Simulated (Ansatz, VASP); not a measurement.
Two plane-wave programs on MgO

```xyz
2
Lattice="2.6546 0.0000 0.0000 0.0000 2.6546 0.0000 0.0000 0.0000 2.6546" Properties=species:S:1:pos:R:3 pbc="T T T"
Mg    0.0000    0.0000    0.0000
O     1.3273    1.3273    1.3273
```

Alike in both runs: task relaxation of cell and atoms; functional r2SCAN; k mesh 6 × 6 × 6; occupations gaussian, width 0.1 eV; no spin polarisation.

|  | VASP | Ansatz |
| --- | --- | --- |
| version | VASP 6.6.1 | Ansatz 0.2.0 |
| potentials or method | VASP PAW PBE potentials, release 64 (Mg, O), cutoff 600 eV | scalar-relativistic, plane waves, PAW |
| valence electrons in the cell | 8 | 16 |

|  | VASP | Ansatz | Ansatz less VASP |
| --- | --- | --- | --- |
| gap on the k mesh at the Fermi level, each at its own relaxed structure (eV) | 3.54 | 3.50 | -0.038 |
| relaxed volume (Å³/atom) | 8.95 | 9.02 | +0.071 |
| relaxed cell length with the largest relative difference (Å) | 2.615 | 2.622 | +0.0069 |

VASP's potentials were made for PBE, not for r2SCAN. VASP's potentials hold 8 valence electrons a cell and Ansatz's 16, so a difference there can come from the potentials and not from the codes.
